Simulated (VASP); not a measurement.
Set up this calculation in VASP 6.6.1, as the native input.

* Task: single point
* Functional: r2SCAN
* Potentials or basis: VASP PAW PBE potentials, release 64 (Sb, Mo_sv)
* Cutoff: 520 eV
* k mesh: 12 × 12 × 16
* Occupations: gaussian, width 0.1 eV
* Spin: no spin polarisation
* Dipole correction: no
* Further INCAR settings: ALGO = Normal; EDIFF = 1e-06; NBANDS = 19

Sb2Mo:

```
Sb Mo
1.0
     5.11991    0.00000    0.00000
    -2.55995    4.43397    0.00000
     0.00000    0.00000    2.89577
Sb Mo
2 1
Direct
  0.33333 0.66667 0.50000
  0.66667 0.33333 0.50000
  0.00000 0.00000 0.00000
```

These files were run (other wordings do the same):

POSCAR

```
Sb2Mo
1.0
    5.1199089736      0.0000000000      0.0000000000
   -2.5599544868      4.4339712362      0.0000000000
    0.0000000000      0.0000000000      2.8957655250
Sb Mo
2 1
Direct
    0.3333333333      0.6666666667      0.5000000000
    0.6666666667      0.3333333333      0.5000000000
    0.0000000000      0.0000000000      0.0000000000
```

INCAR.step1

```
PREC = Accurate
ENCUT = 520
ISMEAR = 0
SIGMA = 0.1
LREAL = False
LASPH = True
NELM = 100
NBANDS = 19
GGA = PE
ALGO = Normal
EDIFF = 1E-4
LWAVE = True
LCHARG = False
```

INCAR.step2

```
PREC = Accurate
ENCUT = 520
EDIFF = 1E-6
ISMEAR = 0
SIGMA = 0.1
LREAL = False
LASPH = True
NELM = 100
ALGO = Normal
ISIF = 2
LWAVE = False
LCHARG = False
METAGGA = R2SCAN
LMIXTAU = True
NBANDS = 19
ISTART = 1
```

KPOINTS

```
Automatic mesh
0
Gamma
  12 12 16
```

Potentials or basis: VASP PAW PBE potentials, release 64 (Sb, Mo_sv).

Run with:

```sh
$ cat potpaw_PBE.64/Sb/POTCAR potpaw_PBE.64/Mo_sv/POTCAR > POTCAR
$ cp INCAR.step1 INCAR
$ mpirun -np 1 vasp_std > vasp.out
$ cp INCAR.step2 INCAR
$ mpirun -np 1 vasp_std > vasp.out
```

It gave:

The pressure is 0.3 GPa and the band gap on the k mesh is zero (bands 12 and 13 overlap by 2.33 eV).

Caveat: the PAW data sets were made with another functional, which shifts forces and pressure a little; spin-orbit coupling is left out, which moves the levels of the heavy elements.

Wall time 7.9 min on 1 thread of AMD EPYC 7R13 Processor (Zen 3), with other jobs on the host, peak memory 0.32 GiB.
